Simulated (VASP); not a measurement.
Here is a VASP 6.6.1 calculation.

File INCAR:

```
PREC = Accurate ; ENCUT = 520
EDIFF = 1E-6 ; ISMEAR = 0
SIGMA = 0.1 ; LREAL = F
LASPH = T ; NELM = 150
ALGO = Normal ; ISIF = 2
LWAVE = F ; LCHARG = T
ISPIN = 2 ; MAGMOM = 1 1 1 1 0
LORBIT = 11 ; LMAXMIX = 4
GGA = PE ; LELF = T
LVHAR = T ; NBANDS = 38
```

Contents of KPOINTS:

```
Automatic mesh
0
Gamma
  6 6 6
```

The input POSCAR:

```
Ta4Br
1.0
   -2.4129411918      2.7082097280      4.2150556314
    2.4129411918     -2.7082097280      4.2150556314
    2.4129411918      2.7082097280     -4.2150556314
Ta Br
4 1
Direct
    0.5836489098      0.3357863571      0.2478625527
    0.0879238044      0.3357863571      0.7521374473
    0.9120761956      0.6642136429      0.2478625527
    0.4163510902      0.6642136429      0.7521374473
    0.0000000000      0.0000000000      0.0000000000
```

Potentials or basis: VASP PAW PBE potentials, release 64 (Ta_pv, Br).

Command:

```sh
$ cat potpaw_PBE.64/Ta_pv/POTCAR potpaw_PBE.64/Br/POTCAR > POTCAR
$ mpirun -np 1 vasp_std > vasp.out
```

(1) Estimate the largest force.

(2) Estimate the net moment.

(3) What does it give for the pressure?

Results:

(1) 0.011 eV/Å.

(2) 0.00 μB per cell.

(3) 0.0 GPa.
